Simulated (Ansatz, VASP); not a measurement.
**One calculation of TiAl3, two programs**

```xyz
4
Lattice="-1.9111 1.9111 4.2807 1.9111 -1.9111 4.2807 1.9111 1.9111 -4.2807" Properties=species:S:1:pos:R:3 pbc="T T T"
Ti    0.0000    0.0000    0.0000
Al    0.0000    0.0000    4.2807
Al    0.0000    1.9111    2.1403
Al    1.9111    0.0000    2.1403
```

Alike in both runs: task relaxation of cell and atoms; functional PBE; k mesh 16 × 16 × 16; occupations gaussian, width 0.1 eV; no spin polarisation.

```csv
,VASP,Ansatz
version,VASP 6.6.1,Ansatz 0.2.0
potentials or method,"VASP PAW PBE potentials, release 64 (Ti_sv, Al), cutoff 600 eV","scalar-relativistic, plane waves, PAW"
valence electrons in the cell,21,21
```

```tsv
	VASP	Ansatz	Ansatz less VASP
gap on the k mesh at the Fermi level, each at its own relaxed structure (eV)	none	none	-
relaxed volume (Å³/atom)	15.93	15.94	+0.007
relaxed cell length with the largest relative difference (Å)	5.096	5.097	+0.0013
```

A gap of «none» marks a metal or a gap that the smearing closes.
